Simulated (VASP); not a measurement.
Write the native input for VASP 6.6.1 that does the following.

```
Task                   : single point
Functional             : LDA
Potentials or basis    : VASP PAW LDA potentials, release 64 (C)
Cutoff                 : 520 eV
k mesh                 : 20 × 20 × 20
Occupations            : fermi-dirac, width 0.1 eV
Spin                   : no spin polarisation
Dipole correction      : no
Further INCAR settings : ALGO = Normal; EDIFF = 1e-07; NBANDS = 8
```

The structure of C lies in POSCAR:

```
C
1.0
    0.0000000000      1.5082433350      1.5082433350
    1.5082433350      0.0000000000      1.5082433350
    1.5082433350      1.5082433350      0.0000000000
C
1
Direct
    0.0000000000      0.0000000000      0.0000000000
```

These files were run (other wordings do the same):

INCAR

```
SYSTEM = C
PREC = Accurate ; ENCUT = 520
EDIFF = 1E-7 ; ISMEAR = -1
SIGMA = 0.1 ; LREAL = .FALSE.
LASPH = .TRUE. ; NELM = 100
ALGO = Normal ; ISIF = 2
LWAVE = .FALSE. ; LCHARG = .FALSE.
NBANDS = 8
```

KPOINTS

```
regular mesh
0
G
  20 20 20
  0 0 0
```

Potentials or basis: VASP PAW LDA potentials, release 64 (C).

Launch:

```console
$ cat potpaw_LDA.64/C/POTCAR > POTCAR
$ mpirun -np 1 vasp_std > vasp.out
```

Results of the run:

| Item | Value |
| --- | --- |
| Pressure | 0.3 GPa |
| Band gap on the k mesh | zero (band 2 reaches 16.84 eV, above the bottom of band 3 at 4.63 eV) |

Run time: 5.1 s on 1 thread of Intel(R) Xeon(R) Platinum 8259CL CPU @ 2.50GHz (Skylake/Cascade Lake), with other jobs on the host, peak memory 0.11 GiB.
